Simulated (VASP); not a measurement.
# Ce (Fm-3m) in VASP: a series of runs

The runs below take Ce through single point, with PBE.

Everything below comes from runs of VASP 6.6.1. Logs are shortened: lines on timing, memory, paths and dates and some standing lists are left out, and cuts for length are marked.

## Step 1: The cell of the first run

The structure is cubic, space group Fm-3m (No. 225). The conventional cell has a = 4.797 Å, b = 4.797 Å, c = 4.797 Å, α = 90.00°, β = 90.00°, γ = 90.00°. Within 4.5 Å of Ce (site symmetry m-3m) lie 12 Ce at 3.39 Å.

## Step 2: Single point, PBE

Input file INCAR:

```
SYSTEM = Ce
PREC = Accurate
ENCUT = 520
EDIFF = 1E-7
ISMEAR = -1
SIGMA = 0.06122561905347299
LREAL = .False.
LASPH = .True.
NELM = 80
ALGO = Normal
ISIF = 2
LWAVE = .False.
LCHARG = .False.
GGA = PE
NBANDS = 12
```

Input file KPOINTS:

```
regular mesh
0
Gamma
  40 40 40
  0 0 0
```

Input file POSCAR:

```
Ce
1.0
    0.0000000000      2.3984635305      2.3984635305
    2.3984635305      0.0000000000      2.3984635305
    2.3984635305      2.3984635305      0.0000000000
Ce
1
Direct
    0.0000000000      0.0000000000      0.0000000000
```

Potentials or basis: VASP PAW PBE potentials, release 64 (Ce).

Command:

```console
$ cat potpaw_PBE.64/Ce/POTCAR > POTCAR
$ mpirun -np 1 vasp_std > vasp.out
```

OUTCAR:

```text
SYSTEM = Ce
   PREC = Accurate
   ENCUT = 520
   EDIFF = 1E-7
   ISMEAR = -1
   LREAL = .False.
   LASPH = .True.
   NELM = 80
   ISIF = 2
   GGA = PE

 ion  position               nearest neighbor table
   1  0.000  0.000  0.000-

  LATTYP: Found a face centered cubic cell.
 ALAT       =     4.7969270610

  Lattice vectors:

 A1 = (   0.0000000000,   2.3984635305,   2.3984635305)
 A2 = (   2.3984635305,   0.0000000000,   2.3984635305)
 A3 = (   2.3984635305,   2.3984635305,   0.0000000000)

Analysis of symmetry for initial positions (statically):
=====================================================================
 Subroutine PRICEL returns:
 Original cell was already a primitive cell.

 Routine SETGRP: Setting up the symmetry group for a
 face centered cubic supercell.

 Subroutine GETGRP returns: Found 48 space group operations
 (whereof 48 operations were pure point group operations)
 out of a pool of 48 trial point group operations.

The static configuration has the point symmetry O_h .

Analysis of symmetry for dynamics (positions and initial velocities):
=====================================================================
 Subroutine PRICEL returns:
 Original cell was already a primitive cell.

 Routine SETGRP: Setting up the symmetry group for a
 face centered cubic supercell.

 Subroutine GETGRP returns: Found 48 space group operations
 (whereof 48 operations were pure point group operations)
 out of a pool of 48 trial point group operations.

The dynamic configuration has the point symmetry O_h .

 Subroutine INISYM returns: Found 48 space group operations
 (whereof 48 operations are pure point group operations),
 and found     1 'primitive' translations

----------------------------------------------------------------------------------------

                                     Primitive cell

  volume of cell :      27.5949

  direct lattice vectors                    reciprocal lattice vectors
     0.000000000  2.398463530  2.398463530    -0.208466793  0.208466793  0.208466793
     2.398463530  0.000000000  2.398463530     0.208466793 -0.208466793  0.208466793
     2.398463530  2.398463530  0.000000000     0.208466793  0.208466793 -0.208466793

  length of vectors
     3.391939654  3.391939654  3.391939654     0.361075077  0.361075077  0.361075077

  position of ions in fractional coordinates (direct lattice)
     0.000000000  0.000000000  0.000000000

  ion indices of the primitive-cell ions
   primitive index   ion index
                 1           1

----------------------------------------------------------------------------------------

 KPOINTS: regular mesh

Automatic generation of k-mesh.
 Grid dimensions read from file:
 generate k-points for:   40   40   40

 Generating k-lattice:

  Cartesian coordinates                     Fractional coordinates (reciprocal lattice)
    -0.005211670  0.005211670  0.005211670     0.025000000  0.000000000  0.000000000
     0.005211670 -0.005211670  0.005211670     0.000000000  0.025000000  0.000000000
     0.005211670  0.005211670 -0.005211670     0.000000000  0.000000000  0.025000000

  Length of vectors
     0.009026877  0.009026877  0.009026877

  Shift w.r.t. Gamma in fractional coordinates (k-lattice)
     0.000000000  0.000000000  0.000000000

 Subroutine IBZKPT returns following result:
 ===========================================

 Found   1661 irreducible k-points:

 Following reciprocal coordinates:
            Coordinates               Weight
  0.000000  0.000000  0.000000      1.000000
  0.025000  0.000000  0.000000      8.000000
  0.050000  0.000000  0.000000      8.000000
  0.075000  0.000000  0.000000      8.000000
  0.100000  0.000000  0.000000      8.000000
  0.125000  0.000000  0.000000      8.000000
[... 16 lines left out ...]
  0.050000  0.025000  0.000000     24.000000
  0.075000  0.025000  0.000000     24.000000
 [... further k-points ...]
   k-points           NKPTS =   1661   k-points in BZ     NKDIM =   1661   number of bands    NBANDS=     12
   number of dos      NEDOS =    301   number of ions     NIONS =      1
   total plane-waves  NPLWV =  21952
   dimension x,y,z NGX =    28 NGY =   28 NGZ =   28
   dimension x,y,z NGXF=    56 NGYF=   56 NGZF=   56
   ions per type =               1
   NGX,Y,Z   is equivalent  to a cutoff of  13.72, 13.72, 13.72 a.u.
   NGXF,Y,Z  is equivalent  to a cutoff of  27.45, 27.45, 27.45 a.u.
 SYSTEM =  Ce
   PREC   = accura    normal or accurate (medium, high low for compatibility)
   ISTART =      0    job   : 0-new  1-cont  2-samecut
   ICHARG =      2    charge: 1-file 2-atom 10-const
   ISPIN  =      1    spin polarized calculation?
   LNONCOLLINEAR =      F non collinear calculations
   LSORBIT =      F    spin-orbit coupling
   LASPH  =      T    aspherical Exc in radial PAW
   ENCUT  =  520.0 eV  38.22 Ry    6.18 a.u.   6.31  6.31  6.31*2*pi/ulx,y,z
   NELM   =     80;   NELMIN=  2; NELMDL= -5     # of ELM steps
   EDIFF  = 0.1E-06   stopping-criterion for ELM
   LREAL  =      F    real-space projection
   EDIFFG = 0.1E-05   stopping-criterion for IOM
   NSW    =      0    number of steps for IOM
   IBRION =     -1    ionic relax: 0-MD 1-quasi-New 2-CG
   NFREE  =      0    steps in history (QN), initial steepest desc. (CG)
   ISIF   =      2    stress and relaxation
   ISYM   =      2    0-nonsym 1-usesym 2-fastsym
   POTIM  = 0.5000    time-step for ionic-motion
   TEBEG  =    0.0;   TEEND  =   0.0 temperature during run
   PSTRESS=    0.0 pullay stress
   NELECT =      12.0000    total number of electrons
   NUPDOWN=      -1.0000    fix difference up-down
   EMIN   =  10.00;   EMAX   =-10.00  energy-range for DOS
   EFERMI =   0.00;   METHOD = LEGACY
   ISMEAR =    -1;   SIGMA  =   0.06  broadening in eV -4-tet -1-fermi 0-gaus
   EFERMI_NEDOS =   21; number of points for ismear=-14 and -15
   IALGO  =     38    algorithm
   IMIX   =      4    mixing-type and parameters
     AMIX     =   0.40;   BMIX     =  1.00
     AMIX_MAG =   1.60;   BMIX_MAG =  1.00
  volume/ion in A,a.u.               =      27.59       186.22
  Fermi-wavevector in a.u.,A,eV,Ry     =   1.240296  2.343820 20.930318  1.538335
  Thomas-Fermi vector in A             =   2.374743
   LORBIT       =      0    0 simple, 1 ext, 2 COOP (PROOUT), +10 PAW based schemes
   GGA     = PE    functional components
   LHFCALC =     F    Hartree Fock is set to
   AEXX    =    0.0000 exact exchange contribution
   IVDW    =     0    specifies the selected vdW correction
   LEPSILON=     F    determine dielectric tensor
   LRPA    =     F    only Hartree local field effects (RPA)
 non-spin polarized calculation
  energy-cutoff  :      520.00
  volume of cell :       27.59
 maximum number of plane-waves:       757
 NGX is ok and might be reduce to    28
   NGX = 13   NGY = 13   NGZ = 13

 number of electron      12.0000000 magnetization

 Free energy of the ion-electron system (eV)
  ---------------------------------------------------
  ext. energy  EPLUGINS =         0.00000000
  ---------------------------------------------------
  free energy    TOTEN  =        -5.94092211 eV

  energy without entropy =       -5.90627548  energy(sigma->0) =       -5.92359880

 E-fermi :   8.9609     XC(G=0): -11.0851

 val. band max:        8.9604966586   @ k =   0.3500   0.0500   0.0000
 cond. band min:       8.9611571688   @ k =   0.2750   0.0500   0.0000
 fundamental gap:      0.0006605102
 Fermi energy:         8.9608530171

 k-point     1 :       0.0000    0.0000    0.0000
  band No.  band energies     occupation
      1     -25.7615      2.00000
      2      -7.1048      2.00000
      3      -7.1048      2.00000
      4      -7.1048      2.00000
      5       5.9785      2.00000
      6       8.7937      1.87753
      7       9.3355      0.00439
      8       9.3355      0.00439
      9       9.3355      0.00439
     10      10.0401      0.00000
     11      10.0401      0.00000
     12      10.0401      0.00000

 k-point     2 :       0.0250    0.0000    0.0000
  band No.  band energies     occupation
      1     -25.7590      2.00000
      2      -7.1241      2.00000
      3      -7.1070      2.00000
      4      -7.1070      2.00000
      5       6.0061      2.00000
      6       8.7863      1.89082
      7       9.3332      0.00456
      8       9.3365      0.00432
      9       9.3365      0.00432
     10      10.0215      0.00000
     11      10.0215      0.00000
     12      10.0402      0.00000

 k-point     3 :       0.0500    0.0000    0.0000
  band No.  band energies     occupation
      1     -25.7512      2.00000
      2      -7.1809      2.00000
      3      -7.1132      2.00000
      4      -7.1132      2.00000
      5       6.0873      2.00000
      6       8.7648      1.92181
      7       9.3264      0.00509
      8       9.3395      0.00411
      9       9.3395      0.00411
     10       9.9746      0.00000
     11       9.9746      0.00000
     12      10.0406      0.00000
[... 286 lines left out ...]
 k-point    23 :       0.0500    0.0250    0.0000
  band No.  band energies     occupation
      1     -25.7521      2.00000
      2      -7.1659      2.00000
      3      -7.1194      2.00000
      4      -7.1145      2.00000
      5       6.0788      2.00000
      6       8.7665      1.91974
      7       9.3238      0.00532
      8       9.3405      0.00405
      9       9.3412      0.00400
     10       9.9816      0.00000
     11       9.9839      0.00000
     12      10.0335      0.00000

 k-point    24 :       0.0750    0.0250    0.0000
  band No.  band energies     occupation
      1     -25.7409      2.00000
      2      -7.2460      2.00000
      3      -7.1315      2.00000
      4      -7.1202      2.00000
      5       6.1929      2.00000
      6       8.7370      1.94963
      7       9.3135      0.00628
      8       9.3443      0.00380
      9       9.3466      0.00366
     10       9.9270      0.00000
     11       9.9304      0.00000
     12      10.0341      0.00000

 [... further k-points ...]
[... 5 lines left out ...]
  --------------------------------------------------------------------------------------
  -------------------------------------------------------------------------------------
  Total       -0.2655132     -0.2655132     -0.2655132      0.0000000      0.0000000      0.0000000
  in kB      -15.4158459    -15.4158459    -15.4158459      0.0000000      0.0000000      0.0000000
  external PRESSURE =     -15.4158459 kB  Pullay stress =       0.0000000 kB

 VOLUME and BASIS-vectors are now :
 -----------------------------------------------------------------------------
  energy-cutoff  :      520.00
  volume of cell :       27.59
      direct lattice vectors                 reciprocal lattice vectors
     0.000000000  2.398463530  2.398463530    -0.208466793  0.208466793  0.208466793
     2.398463530  0.000000000  2.398463530     0.208466793 -0.208466793  0.208466793
     2.398463530  2.398463530  0.000000000     0.208466793  0.208466793 -0.208466793

 POSITION                                       TOTAL-FORCE (eV/Angst)
 -----------------------------------------------------------------------------------
      0.00000      0.00000      0.00000        -0.000000      0.000000      0.000000
 -----------------------------------------------------------------------------------
    total drift:                                0.000000     -0.000000     -0.000000

  FREE ENERGIE OF THE ION-ELECTRON SYSTEM (eV)
  ---------------------------------------------------
  free  energy   TOTEN  =        -5.9409221120 eV

  energy  without entropy=       -5.9062754787  energy(sigma->0) =       -5.92359880
```

Wall time 6.3 min (1 thread of Intel Xeon 6975P-C (Granite Rapids), shared host); peak memory 0.76 GiB.

What came out:

```yaml
Free_energy: -5.9409 eV
Pressure: -1.5 GPa
Band_gap_on_the_k_mesh: zero (bands 6 and 7 overlap by 0.59 eV)
```

Caveat: spin-orbit coupling is left out, which moves the levels of the heavy elements; semilocal functionals describe open f shells poorly, which spoils levels, moments and volumes.

## Step 3: Single point, PBE

This run uses another cell than the first one, of 28.13 Å³/atom.

Input file INCAR:

```
ALGO = Normal ; EDIFF = 1E-7
ENCUT = 520 ; GGA = PE
ISIF = 2 ; ISMEAR = -1
LASPH = True ; LCHARG = False
LREAL = False ; LWAVE = False
NBANDS = 12 ; NELM = 80
PREC = Accurate ; SIGMA = 0.06122561905347299
```

Input file KPOINTS:

```
k-points
0
Gamma
  40 40 40
```

Input file POSCAR:

```
Ce
1.0
    0.0000000000      2.4137407801      2.4137407801
    2.4137407801      0.0000000000      2.4137407801
    2.4137407801      2.4137407801      0.0000000000
Ce
1
Direct
    0.0000000000      0.0000000000      0.0000000000
```

Potentials or basis: VASP PAW PBE potentials, release 64 (Ce).

Command:

```console
$ cat potpaw_PBE.64/Ce/POTCAR > POTCAR
$ mpirun -np 1 vasp_std > vasp.out
```

OUTCAR:

```text
EDIFF = 1E-7
   ENCUT = 520
   GGA = PE
   ISIF = 2
   ISMEAR = -1
   LASPH = True
   LREAL = False
   NELM = 80
   PREC = Accurate

 ion  position               nearest neighbor table
   1  0.000  0.000  0.000-

  LATTYP: Found a face centered cubic cell.
 ALAT       =     4.8274815602

  Lattice vectors:

 A1 = (   0.0000000000,   2.4137407801,   2.4137407801)
 A2 = (   2.4137407801,   0.0000000000,   2.4137407801)
 A3 = (   2.4137407801,   2.4137407801,   0.0000000000)

Analysis of symmetry for initial positions (statically):
=====================================================================
 Subroutine PRICEL returns:
 Original cell was already a primitive cell.

 Routine SETGRP: Setting up the symmetry group for a
 face centered cubic supercell.

 Subroutine GETGRP returns: Found 48 space group operations
 (whereof 48 operations were pure point group operations)
 out of a pool of 48 trial point group operations.

The static configuration has the point symmetry O_h .

Analysis of symmetry for dynamics (positions and initial velocities):
=====================================================================
 Subroutine PRICEL returns:
 Original cell was already a primitive cell.

 Routine SETGRP: Setting up the symmetry group for a
[... 158 lines left out ...]

 k-point     1 :       0.0000    0.0000    0.0000
  band No.  band energies     occupation
      1     -25.9514      2.00000
      2      -7.3686      2.00000
      3      -7.3686      2.00000
      4      -7.3686      2.00000
      5       5.7350      2.00000
      6       8.6048      1.84378
      7       9.1244      0.00485
      8       9.1244      0.00485
      9       9.1244      0.00485
     10       9.8053      0.00000
     11       9.8053      0.00000
     12       9.8053      0.00000
[... 331 lines left out ...]
 k-point    24 :       0.0750    0.0250    0.0000
  band No.  band energies     occupation
      1     -25.9318      2.00000
      2      -7.5024      2.00000
      3      -7.3939      2.00000
      4      -7.3832      2.00000
      5       5.9437      2.00000
      6       8.5513      1.93170
      7       9.1036      0.00682
      8       9.1331      0.00421
      9       9.1353      0.00407
     10       9.6996      0.00000
     11       9.7033      0.00000
     12       9.7995      0.00000

 [... further k-points ...]
[... 5 lines left out ...]
  --------------------------------------------------------------------------------------
  -------------------------------------------------------------------------------------
  Total       -0.3737915     -0.3737915     -0.3737915      0.0000000      0.0000000      0.0000000
  in kB      -21.2930614    -21.2930614    -21.2930614      0.0000000      0.0000000      0.0000000
  external PRESSURE =     -21.2930614 kB  Pullay stress =       0.0000000 kB

 VOLUME and BASIS-vectors are now :
 -----------------------------------------------------------------------------
  energy-cutoff  :      520.00
  volume of cell :       28.13
      direct lattice vectors                 reciprocal lattice vectors
     0.000000000  2.413740780  2.413740780    -0.207147347  0.207147347  0.207147347
     2.413740780  0.000000000  2.413740780     0.207147347 -0.207147347  0.207147347
     2.413740780  2.413740780  0.000000000     0.207147347  0.207147347 -0.207147347

 POSITION                                       TOTAL-FORCE (eV/Angst)
 -----------------------------------------------------------------------------------
      0.00000      0.00000      0.00000         0.000000      0.000000      0.000000
 -----------------------------------------------------------------------------------
    total drift:                                0.000000     -0.000000      0.000000

  FREE ENERGIE OF THE ION-ELECTRON SYSTEM (eV)
  ---------------------------------------------------
  free  energy   TOTEN  =        -5.9355193031 eV

  energy  without entropy=       -5.8993333102  energy(sigma->0) =       -5.91742631
```

OSZICAR:

```text
N       E                     dE             d eps       ncg     rms          rms(c)
DAV:   1     0.970124157159E+02    0.97012E+02   -0.51868E+03 40088   0.128E+03
DAV:   2    -0.296570885947E+00   -0.97309E+02   -0.91661E+02 52356   0.186E+02
DAV:   3    -0.618874747530E+01   -0.58922E+01   -0.56423E+01 44460   0.685E+01
DAV:   4    -0.647688454520E+01   -0.28814E+00   -0.27339E+00 76224   0.114E+01
DAV:   5    -0.648305663940E+01   -0.61721E-02   -0.61376E-02 65392   0.177E+00    0.809E+00
DAV:   6    -0.660994399924E+01   -0.12689E+00   -0.13105E+01 65200   0.209E+01    0.746E+00
DAV:   7    -0.601886391607E+01    0.59108E+00   -0.64108E+00 69836   0.195E+01    0.349E+00
DAV:   8    -0.593433320909E+01    0.84531E-01   -0.83217E-01 68072   0.583E+00    0.515E-01
DAV:   9    -0.593500998997E+01   -0.67678E-03   -0.30752E-02 67940   0.119E+00    0.183E-01
DAV:  10    -0.593554336244E+01   -0.53337E-03   -0.26558E-03 71216   0.262E-01    0.115E-01
DAV:  11    -0.593552977167E+01    0.13591E-04   -0.15160E-04 68636   0.101E-01    0.305E-02
DAV:  12    -0.593552255658E+01    0.72151E-05   -0.22663E-05 72464   0.355E-02    0.127E-02
DAV:  13    -0.593551998631E+01    0.25703E-05   -0.75374E-06 76716   0.187E-02    0.729E-03
DAV:  14    -0.593551938546E+01    0.60085E-06   -0.28671E-06 75600   0.114E-02    0.629E-04
DAV:  15    -0.593551930309E+01    0.82367E-07   -0.26784E-08 31832   0.137E-03
   1 F= -.59355193E+01 E0= -.59174263E+01  d E =-.361860E-01
```

It took 5.8 min on 1 thread of Intel Xeon 6975P-C (Granite Rapids), shared host; peak memory 0.77 GiB.

What came out:

```yaml
Free_energy: -5.9355 eV
Pressure: -2.1 GPa
Band_gap_on_the_k_mesh: zero (bands 6 and 7 overlap by 0.57 eV)
```

Caveat: spin-orbit coupling is left out, which moves the levels of the heavy elements; semilocal functionals describe open f shells poorly, which spoils levels, moments and volumes. Spin polarisation is off, so any magnetic state and its effect on volume and gap are missing.
